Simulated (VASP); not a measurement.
# AlN in VASP: settings compared

Aim: see how the results for AlN move with the level of theory and the settings. Levels: PBE, PBEsol, r2SCAN. Tasks: single point.

All numbers are computed with VASP 6.6.1; they aren't measurements. Logs are shortened: lines on timing, memory, paths and dates and some standing lists are left out, and cuts for length are marked.

## (1) The cell of the first run

Symmetry: Fm-3m, No. 225, cubic system. The conventional cell has a = 4.091 Å, b = 4.091 Å, c = 4.091 Å, α = 90.00°, β = 90.00°, γ = 90.00°. Within 2.7 Å of Al (site symmetry m-3m) lie 6 N at 2.05 Å. N (site symmetry m-3m) has 6 Al at 2.05 Å within 2.7 Å.

## (2) Single point, PBE

INCAR reads:

```
SYSTEM = AlN
PREC = Accurate ; ENCUT = 520
EDIFF = 1E-7 ; ISMEAR = 0
SIGMA = 0.02 ; LREAL = .FALSE.
LASPH = .TRUE. ; NELM = 80
ALGO = Normal ; ISIF = 2
LWAVE = .FALSE. ; LCHARG = .FALSE.
GGA = PE ; NBANDS = 11
```

KPOINTS reads:

```
Automatic mesh
0
G
  10 10 10
  0 0 0
```

POSCAR reads:

```
AlN
1.0
    0.0000000000      2.0455654327      2.0455654327
    2.0455654327      0.0000000000      2.0455654327
    2.0455654327      2.0455654327      0.0000000000
Al N
1 1
Direct
    0.5000000000      0.5000000000      0.5000000000
    0.0000000000      0.0000000000      0.0000000000
```

Potentials or basis: VASP PAW PBE potentials, release 64 (Al, N).

On the command line:

```
cat potpaw_PBE.64/Al/POTCAR potpaw_PBE.64/N/POTCAR > POTCAR
mpirun -np 1 vasp_std > vasp.out
```

OUTCAR:

```text
SYSTEM = AlN
   PREC = Accurate
   ENCUT = 520
   EDIFF = 1E-7
   ISMEAR = 0
   LREAL = .FALSE.
   LASPH = .TRUE.
   NELM = 80
   ISIF = 2
   GGA = PE

 ion  position               nearest neighbor table
   1  0.500  0.500  0.500-   2 2.05   2 2.05   2 2.05   2 2.05   2 2.05   2 2.05
   2  0.000  0.000  0.000-   1 2.05   1 2.05   1 2.05   1 2.05   1 2.05   1 2.05

  LATTYP: Found a face centered cubic cell.
 ALAT       =     4.0911308654

  Lattice vectors:

 A1 = (   0.0000000000,   2.0455654327,   2.0455654327)
 A2 = (   2.0455654327,   0.0000000000,   2.0455654327)
 A3 = (   2.0455654327,   2.0455654327,   0.0000000000)

Analysis of symmetry for initial positions (statically):
=====================================================================
 Subroutine PRICEL returns:
 Original cell was already a primitive cell.

 Routine SETGRP: Setting up the symmetry group for a
 face centered cubic supercell.

 Subroutine GETGRP returns: Found 48 space group operations
 (whereof 48 operations were pure point group operations)
 out of a pool of 48 trial point group operations.

The static configuration has the point symmetry O_h .

Analysis of symmetry for dynamics (positions and initial velocities):
=====================================================================
 Subroutine PRICEL returns:
 Original cell was already a primitive cell.

 Routine SETGRP: Setting up the symmetry group for a
 face centered cubic supercell.

 Subroutine GETGRP returns: Found 48 space group operations
 (whereof 48 operations were pure point group operations)
 out of a pool of 48 trial point group operations.

The dynamic configuration has the point symmetry O_h .

 Subroutine INISYM returns: Found 48 space group operations
 (whereof 48 operations are pure point group operations),
 and found     1 'primitive' translations

----------------------------------------------------------------------------------------

                                     Primitive cell

  volume of cell :      17.1187

  direct lattice vectors                    reciprocal lattice vectors
     0.000000000  2.045565433  2.045565433    -0.244431193  0.244431193  0.244431193
     2.045565433  0.000000000  2.045565433     0.244431193 -0.244431193  0.244431193
     2.045565433  2.045565433  0.000000000     0.244431193  0.244431193 -0.244431193

  length of vectors
     2.892866378  2.892866378  2.892866378     0.423367246  0.423367246  0.423367246

  position of ions in fractional coordinates (direct lattice)
     0.500000000  0.500000000  0.500000000
     0.000000000  0.000000000  0.000000000

  ion indices of the primitive-cell ions
   primitive index   ion index
                 1           1
                 2           2

----------------------------------------------------------------------------------------

 KPOINTS: Automatic mesh

Automatic generation of k-mesh.
 Grid dimensions read from file:
 generate k-points for:   10   10   10

 Generating k-lattice:

  Cartesian coordinates                     Fractional coordinates (reciprocal lattice)
    -0.024443119  0.024443119  0.024443119     0.100000000  0.000000000  0.000000000
     0.024443119 -0.024443119  0.024443119     0.000000000  0.100000000  0.000000000
     0.024443119  0.024443119 -0.024443119     0.000000000  0.000000000  0.100000000

  Length of vectors
     0.042336725  0.042336725  0.042336725

  Shift w.r.t. Gamma in fractional coordinates (k-lattice)
     0.000000000  0.000000000  0.000000000

 Subroutine IBZKPT returns following result:
 ===========================================

 Found     47 irreducible k-points:

 Following reciprocal coordinates:
            Coordinates               Weight
  0.000000  0.000000  0.000000      1.000000
  0.100000  0.000000  0.000000      8.000000
  0.200000  0.000000  0.000000      8.000000
  0.300000  0.000000  0.000000      8.000000
  0.400000  0.000000  0.000000      8.000000
  0.500000  0.000000  0.000000      4.000000
[... 16 lines left out ...]
  0.300000  0.300000  0.000000      6.000000
  0.400000  0.300000  0.000000     24.000000
 [... further k-points ...]
   k-points           NKPTS =     47   k-points in BZ     NKDIM =     47   number of bands    NBANDS=     11
   number of dos      NEDOS =    301   number of ions     NIONS =      2
   total plane-waves  NPLWV =  13824
   dimension x,y,z NGX =    24 NGY =   24 NGZ =   24
   dimension x,y,z NGXF=    48 NGYF=   48 NGZF=   48
   ions per type =               1   1
   NGX,Y,Z   is equivalent  to a cutoff of  13.79, 13.79, 13.79 a.u.
   NGXF,Y,Z  is equivalent  to a cutoff of  27.58, 27.58, 27.58 a.u.
 SYSTEM =  AlN
   PREC   = accura    normal or accurate (medium, high low for compatibility)
   ISTART =      0    job   : 0-new  1-cont  2-samecut
   ICHARG =      2    charge: 1-file 2-atom 10-const
   ISPIN  =      1    spin polarized calculation?
   LNONCOLLINEAR =      F non collinear calculations
   LSORBIT =      F    spin-orbit coupling
   LASPH  =      T    aspherical Exc in radial PAW
   ENCUT  =  520.0 eV  38.22 Ry    6.18 a.u.   5.38  5.38  5.38*2*pi/ulx,y,z
   NELM   =     80;   NELMIN=  2; NELMDL= -5     # of ELM steps
   EDIFF  = 0.1E-06   stopping-criterion for ELM
   LREAL  =      F    real-space projection
   EDIFFG = 0.1E-05   stopping-criterion for IOM
   NSW    =      0    number of steps for IOM
   IBRION =     -1    ionic relax: 0-MD 1-quasi-New 2-CG
   NFREE  =      0    steps in history (QN), initial steepest desc. (CG)
   ISIF   =      2    stress and relaxation
   ISYM   =      2    0-nonsym 1-usesym 2-fastsym
   POTIM  = 0.5000    time-step for ionic-motion
   TEBEG  =    0.0;   TEEND  =   0.0 temperature during run
   PSTRESS=    0.0 pullay stress
   NELECT =       8.0000    total number of electrons
   NUPDOWN=      -1.0000    fix difference up-down
   EMIN   =  10.00;   EMAX   =-10.00  energy-range for DOS
   EFERMI =   0.00;   METHOD = LEGACY
   ISMEAR =     0;   SIGMA  =   0.02  broadening in eV -4-tet -1-fermi 0-gaus
   EFERMI_NEDOS =   21; number of points for ismear=-14 and -15
   IALGO  =     38    algorithm
   IMIX   =      4    mixing-type and parameters
     AMIX     =   0.40;   BMIX     =  1.00
     AMIX_MAG =   1.60;   BMIX_MAG =  1.00
  volume/ion in A,a.u.               =       8.56        57.76
  Fermi-wavevector in a.u.,A,eV,Ry     =   1.270422  2.400750 21.959434  1.613973
  Thomas-Fermi vector in A             =   2.403411
   LORBIT       =      0    0 simple, 1 ext, 2 COOP (PROOUT), +10 PAW based schemes
   GGA     = PE    functional components
   LHFCALC =     F    Hartree Fock is set to
   AEXX    =    0.0000 exact exchange contribution
   IVDW    =     0    specifies the selected vdW correction
   LEPSILON=     F    determine dielectric tensor
   LRPA    =     F    only Hartree local field effects (RPA)
 non-spin polarized calculation
 Gauss-broadening in eV      SIGMA  =   0.02
  energy-cutoff  :      520.00
  volume of cell :       17.12
 maximum number of plane-waves:       479
 NGX is ok and might be reduce to    24
   NGX = 11   NGY = 11   NGZ = 11

 number of electron       8.0000000 magnetization

 Free energy of the ion-electron system (eV)
  ---------------------------------------------------
  ext. energy  EPLUGINS =         0.00000000
  ---------------------------------------------------
  free energy    TOTEN  =       -14.54265077 eV

  energy without entropy =      -14.54265077  energy(sigma->0) =      -14.54265077

 E-fermi :   9.6253     XC(G=0): -12.1211

 val. band max:        9.5119513147   @ k =   0.0000   0.0000   0.0000
 cond. band min:      13.7826246309   @ k =   0.5000   0.5000   0.0000
 fundamental gap:      4.2706733163
 Fermi energy:         9.6252639579

 k-point     1 :       0.0000    0.0000    0.0000
  band No.  band energies     occupation
      1      -7.7243      2.00000
      2       9.5120      2.00000
      3       9.5120      2.00000
      4       9.5120      2.00000
      5      14.6902      0.00000
      6      21.5644      0.00000
      7      21.5644      0.00000
      8      21.5644      0.00000
      9      26.6109      0.00000
     10      27.0424      0.00000
     11      27.0424      0.00000

 k-point     2 :       0.1000    0.0000    0.0000
  band No.  band energies     occupation
      1      -7.5262      2.00000
      2       8.4944      2.00000
      3       9.3974      2.00000
      4       9.3974      2.00000
      5      15.3425      0.00000
      6      20.6580      0.00000
      7      21.8434      0.00000
      8      21.8434      0.00000
      9      25.3679      0.00000
     10      25.3679      0.00000
     11      27.2814      0.00000

 k-point     3 :       0.2000    0.0000    0.0000
  band No.  band energies     occupation
      1      -6.9502      2.00000
      2       6.3939      2.00000
      3       9.1188      2.00000
      4       9.1188      2.00000
      5      16.0735      0.00000
      6      20.0673      0.00000
      7      21.9345      0.00000
      8      21.9345      0.00000
      9      24.8393      0.00000
     10      24.8393      0.00000
     11      26.5798      0.00000

 k-point     4 :       0.3000    0.0000    0.0000
  band No.  band energies     occupation
      1      -6.0705      2.00000
      2       4.1330      2.00000
      3       8.8095      2.00000
      4       8.8095      2.00000
      5      15.9158      0.00000
      6      20.8614      0.00000
      7      21.1452      0.00000
      8      21.1452      0.00000
      9      25.7937      0.00000
     10      26.3358      0.00000
     11      26.3358      0.00000
[... 239 lines left out ...]
 k-point    22 :      -0.2000    0.2000    0.0000
  band No.  band energies     occupation
      1      -5.7861      2.00000
      2       4.6417      2.00000
      3       6.6850      2.00000
      4       8.8761      2.00000
      5      17.8135      0.00000
      6      19.3668      0.00000
      7      19.9544      0.00000
      8      21.6993      0.00000
      9      24.3660      0.00000
     10      28.2762      0.00000
     11      29.4652      0.00000

 k-point    23 :       0.3000    0.3000    0.0000
  band No.  band energies     occupation
      1      -5.5522      2.00000
      2       4.7951      2.00000
      3       7.5594      2.00000
      4       7.5594      2.00000
      5      16.0186      0.00000
      6      16.2394      0.00000
      7      20.8664      0.00000
      8      24.7316      0.00000
      9      24.7316      0.00000
     10      29.7250      0.00000
     11      33.0965      0.00000

 k-point    24 :       0.4000    0.3000    0.0000
  band No.  band energies     occupation
      1      -4.8297      2.00000
      2       3.8047      2.00000
      3       6.8109      2.00000
      4       7.3105      2.00000
      5      15.3961      0.00000
      6      16.3537      0.00000
      7      21.3234      0.00000
      8      24.6797      0.00000
      9      25.3994      0.00000
     10      30.9564      0.00000
     11      33.7797      0.00000

 [... further k-points ...]
[... 5 lines left out ...]
  --------------------------------------------------------------------------------------
  -------------------------------------------------------------------------------------
  Total       -0.4224079     -0.4224079     -0.4224079      0.0000000      0.0000000     -0.0000000
  in kB      -39.5341594    -39.5341594    -39.5341594      0.0000000      0.0000000     -0.0000000
  external PRESSURE =     -39.5341594 kB  Pullay stress =       0.0000000 kB

 VOLUME and BASIS-vectors are now :
 -----------------------------------------------------------------------------
  energy-cutoff  :      520.00
  volume of cell :       17.12
      direct lattice vectors                 reciprocal lattice vectors
     0.000000000  2.045565433  2.045565433    -0.244431193  0.244431193  0.244431193
     2.045565433  0.000000000  2.045565433     0.244431193 -0.244431193  0.244431193
     2.045565433  2.045565433  0.000000000     0.244431193  0.244431193 -0.244431193

 POSITION                                       TOTAL-FORCE (eV/Angst)
 -----------------------------------------------------------------------------------
      2.04557      2.04557      2.04557         0.000000      0.000000      0.000000
      0.00000      0.00000      0.00000        -0.000000     -0.000000      0.000000
 -----------------------------------------------------------------------------------
    total drift:                                0.000000     -0.000000     -0.000000

  FREE ENERGIE OF THE ION-ELECTRON SYSTEM (eV)
  ---------------------------------------------------
  free  energy   TOTEN  =       -14.5426507679 eV

  energy  without entropy=      -14.5426507679  energy(sigma->0) =      -14.54265077
```

Wall time 3.7 s (1 thread of Intel Xeon 6975P-C, shared host); peak memory 0.14 GiB.

What came out:

* Free energy: -14.5427 eV
* Pressure: -4.0 GPa
* Band gap on the k mesh: 4.27 eV, indirect (least direct gap 5.18 eV)

A k mesh can miss the band edges. A hybrid or GW would open this gap; PBE tends to underestimate it.

## (3) Single point, PBEsol (strained)

INCAR reads:

```
SYSTEM = AlN
PREC     = Accurate       ! precision mode
ENCUT    = 520            ! plane-wave cutoff, eV
EDIFF    = 1E-6           ! SCF threshold, eV
ISMEAR   = 0              ! smearing method
SIGMA    = 0.02           ! smearing width, eV
LREAL    = .False.        ! projectors in reciprocal space
LASPH    = .True.         ! aspherical terms in the spheres
NELM     = 100            ! most SCF steps
ALGO     = Normal         ! electronic algorithm
ISIF     = 2              ! what is computed and relaxed
LWAVE    = .False.        ! write WAVECAR
LCHARG   = .True.         ! write CHGCAR
GGA      = PS             ! functional
LELF     = .True.         ! ELF
LVHAR    = .True.       
NBANDS   = 11             ! bands
```

KPOINTS reads:

```
Automatic mesh
0
Gamma
  10 10 10
  0 0 0
```

POSCAR reads:

```
AlN
1.0
    0.0000000000      2.0740893751      2.0740893751
    2.0740893751      0.0000000000      2.0740893751
    2.0740893751      2.0740893751      0.0000000000
Al N
1 1
Direct
    0.5000000000      0.5000000000      0.5000000000
    0.0000000000      0.0000000000      0.0000000000
```

Potentials or basis: VASP PAW PBE potentials, release 64 (Al, N).

On the command line:

```
cat potpaw_PBE.64/Al/POTCAR potpaw_PBE.64/N/POTCAR > POTCAR
mpirun -np 1 vasp_std > vasp.out
```

Run time: 3.7 s. Hardware: 1 thread of Intel Xeon 6975P-C, shared host; peak memory 0.13 GiB.

The run converged. Its results:

```
Free energy            : -15.3757 eV
Pressure               : -17.1 GPa
Band gap on the k mesh : 3.85 eV, indirect (least direct gap 4.61 eV)
```

Levels at points of the mesh, in eV from the valence-band top:
```tsv
k point	band 1	band 2	band 3	band 4	band 5	band 6	band 7	band 8	band 9
(0.00, 0.00, 0.00)	-16.87	0.00	0.00	0.00	4.61	11.78	11.78	11.78	16.66
(0.50, 0.00, 0.00)	-13.87	-7.89	-0.95	-0.95	5.57	10.30	10.30	12.12	15.17
(0.50, 0.50, 0.00)	-12.98	-6.94	-2.63	-2.63	3.85	5.26	13.06	15.99	15.99
```

Caveat: the cell differs from its parent crystal (strained); the PAW data sets were made with another functional, which shifts forces and pressure a little.

## (4) Single point, r2SCAN (functional r2SCAN, strained)

POSCAR reads:

```
AlN
1.0
    0.0000000000      2.0455654327      2.0455654327
    2.0455654327      0.0000000000      2.0455654327
    2.0455654327      2.0455654327      0.0000000000
Al N
1 1
Direct
    0.5000000000      0.5000000000      0.5000000000
    0.0000000000      0.0000000000      0.0000000000
```

INCAR.step1 reads:

```
SYSTEM = AlN
PREC = Accurate
ENCUT = 520
ISMEAR = 0
SIGMA = 0.02
LREAL = .False.
LASPH = .True.
NELM = 80
NBANDS = 11
GGA = PE
ALGO = Normal
EDIFF = 1E-4
LWAVE = .True.
LCHARG = .False.
```

INCAR.step2 reads:

```
SYSTEM = AlN
PREC = Accurate
ENCUT = 520
EDIFF = 1E-6
ISMEAR = 0
SIGMA = 0.02
LREAL = .False.
LASPH = .True.
NELM = 80
ALGO = Normal
ISIF = 2
LWAVE = .False.
LCHARG = .False.
METAGGA = R2SCAN
LMIXTAU = .True.
NBANDS = 11
ISTART = 1
```

KPOINTS reads:

```
regular mesh
0
Gamma
  10 10 10
  0 0 0
```

On the command line:

```
cat potpaw_PBE.64/Al/POTCAR potpaw_PBE.64/N/POTCAR > POTCAR
cp INCAR.step1 INCAR
mpirun -np 1 vasp_std > vasp.out
cp INCAR.step2 INCAR
mpirun -np 1 vasp_std > vasp.out
```

Wall time 14 s (1 thread of Intel Xeon 6975P-C, shared host); peak memory 0.14 GiB.

The run converged. Its results:

```
Free energy            : -18.8729 eV
Pressure               : -10.8 GPa
Band gap on the k mesh : 5.13 eV, indirect (least direct gap 5.99 eV)
```

Levels at points of the mesh, in eV from the valence-band top:
```tsv
k point	band 2	band 3	band 4	band 5	band 6	band 7
(0.00, 0.00, 0.00)	0.00	0.00	0.00	5.99	12.79	12.79
(0.50, 0.00, 0.00)	-8.21	-1.09	-1.09	6.68	11.61	11.61
(0.50, 0.50, 0.00)	-7.31	-2.80	-2.80	5.13	6.04	14.92
```

Caveat: the cell differs from its parent crystal (functional r2SCAN, strained); the PAW data sets were made with another functional, which shifts forces and pressure a little.

## (5) Single point, PBEsol (strained)

INCAR reads:

```
ALGO = Normal ; EDIFF = 1E-6
ENCUT = 520 ; GGA = PS
ISIF = 2 ; ISMEAR = 0
LASPH = T ; LCHARG = T
LELF = T ; LREAL = F
LVHAR = T ; LWAVE = F
NBANDS = 11 ; NELM = 100
PREC = Accurate ; SIGMA = 0.02
```

KPOINTS reads:

```
k-points
0
Gamma
  10 10 10
```

POSCAR reads:

```
AlN
1.0
    0.0000000000      1.9618857074      2.0839567874
    1.9618857074      0.0000000000      2.0839567874
    1.9618857074      1.9618857074      0.0000000000
Al N
1 1
Direct
    0.5000000000      0.5000000000      0.5000000000
    0.0000000000      0.0000000000      0.0000000000
```

On the command line:

```
cat potpaw_PBE.64/Al/POTCAR potpaw_PBE.64/N/POTCAR > POTCAR
mpirun -np 1 vasp_std > vasp.out
```

It took 7.3 s on 1 thread of Intel Xeon 6975P-C, shared host; peak memory 0.14 GiB.

It converged, with:

```
Free energy            : -15.3955 eV
Pressure               : 10.5 GPa
Band gap on the k mesh : 4.44 eV, indirect (least direct gap 5.78 eV)
```

Stress tensor (GPa, compression positive):
```
16.95  0.00  0.00
 0.00 16.95  0.00
 0.00  0.00 -2.38
```

Levels at points of the mesh, in eV from the valence-band top:
```tsv
k point	band 2	band 3	band 4	band 5	band 6	band 7
(0.00, 0.00, 0.00)	-0.38	-0.38	0.00	5.78	11.37	12.20
(0.50, 0.00, 0.00)	-8.80	-1.55	-1.27	5.86	10.45	11.64
(0.50, 0.50, 0.00)	-8.07	-2.84	-2.84	5.08	5.25	13.57
(0.50, 0.00, 0.50)	-7.79	-3.68	-2.90	4.44	4.69	14.32
```

Caveat: the cell differs from its parent crystal (strained); the PAW data sets were made with another functional, which shifts forces and pressure a little. A k mesh can miss the band edges.

## (6) Summary

```csv
level,cell,gap on the mesh (eV),pressure (GPa)
PBE,"a = 2.893 Å, angles 60.0°, 2 atoms",4.27,-4.0
PBEsol,"a = 2.933 Å, angles 60.0°, 2 atoms",3.85,-17.1
r2SCAN,"a = 2.893 Å, angles 60.0°, 2 atoms",5.13,-10.8
PBEsol,"a = 2.862, b = 2.862, c = 2.775 Å, angles 61.0, 61.0, 58.0°, 2 atoms",4.44,10.5
```

Alike in all rows: task single point; potentials or basis VASP PAW PBE potentials, release 64 (Al, N); no spin polarisation; k mesh 10 × 10 × 10; cutoff (eV) 520; smearing gaussian 0.02 eV.

Caveats: the PAW data sets were made with another functional, which shifts forces and pressure a little (some runs).

Absolute energies hang on the potentials; compare differences alone.
